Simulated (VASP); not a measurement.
Si3Ni, 4 atoms in the cell. The structure is tetragonal, space group I4/mmm (No. 139). Conventional cell: a = 3.810 Å, b = 3.810 Å, c = 7.116 Å, α = 90.00°, β = 90.00°, γ = 90.00°. Within 3.4 Å of Si (site symmetry 4/mmm) lie 8 Si at 2.61 Å and 4 Ni at 2.69 Å. Si (site symmetry -4m2) has 8 Si at 2.61 to 2.69 Å and 4 Ni at 2.61 Å within 3.4 Å. Ni (site symmetry 4/mmm) has 12 Si at 2.61 to 2.69 Å within 3.4 Å. 

- Program: VASP 6.6.1
- Task: single point
- Functional: PBE
- Potentials or basis: VASP PAW PBE potentials, release 64 (Si, Ni)
- Cutoff: 520 eV
- k mesh: 6 × 6 × 6
- Occupations: gaussian, width 0.1 eV
- Spin: no spin polarisation
- Dipole correction: no
- Further INCAR settings: ALGO = Normal; EDIFF = 1e-06; NBANDS = 19

Potentials or basis: VASP PAW PBE potentials, release 64 (Si, Ni).

Run with:

```bash
$ cat potpaw_PBE.64/Si/POTCAR potpaw_PBE.64/Ni/POTCAR > POTCAR
$ mpirun -np 1 vasp_std > vasp.out
```

Hardware: 1 thread of Intel(R) Xeon(R) 6975P-C (Granite Rapids) (shared host).

Question: How long does it take, and how much memory?

Answer: It took 17 s on 1 thread of Intel(R) Xeon(R) 6975P-C (Granite Rapids), with other jobs on the host, peak memory 0.2 GiB. Counts: scf iterations 14, k points 30.
